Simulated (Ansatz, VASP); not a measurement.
Si8N: VASP beside Ansatz

```
CELL_PARAMETERS angstrom
4.72183 2.72615 1.88746
-4.72183 2.72615 1.88746
0.00000 -5.45229 1.88746
ATOMIC_POSITIONS crystal
Si 0.01980 0.71790 0.52168
Si 0.98020 0.28210 0.47832
Si 0.71400 0.71400 0.71400
Si 0.28210 0.47832 0.98020
Si 0.47832 0.98020 0.28210
Si 0.71790 0.52168 0.01980
Si 0.28600 0.28600 0.28600
Si 0.52168 0.01980 0.71790
N 0.46790 0.52168 0.76980
```

Alike in both runs: task single point; functional PBE; k mesh 6 × 6 × 6; occupations gaussian, width 0.15 eV; no spin polarisation.

|  | VASP | Ansatz |
| --- | --- | --- |
| version | VASP 6.6.1 | Ansatz 0.2.0 |
| potentials or method | VASP PAW PBE potentials, release 64 (Si, N), cutoff 520 eV | scalar-relativistic, plane waves, PAW |
| valence electrons in the cell | 37 | 37 |

Ansatz gave:

| Property | Result |
| --- | --- |
| gap on the k mesh at the Fermi level (eV) | none |
| pressure (GPa) | 9.0 |
| traceless stress, the component that is largest in VASP (GPa) | -3.57 |
| rms of the force components (eV/Å) | 1.426 |

**Question.** What did VASP give for the same quantities?

**Answer.** gap on the k mesh at the Fermi level (eV): none; pressure (GPa): 8.9; traceless stress, the component that is largest in VASP (GPa): -3.58; rms of the force components (eV/Å): 1.428.

Atom by atom the forces differ by 0.006 eV/Å (rms over components). A gap of «none» marks a metal or a gap that the smearing closes. The functional is the same, so the differences come from potentials, cutoffs and numerics.
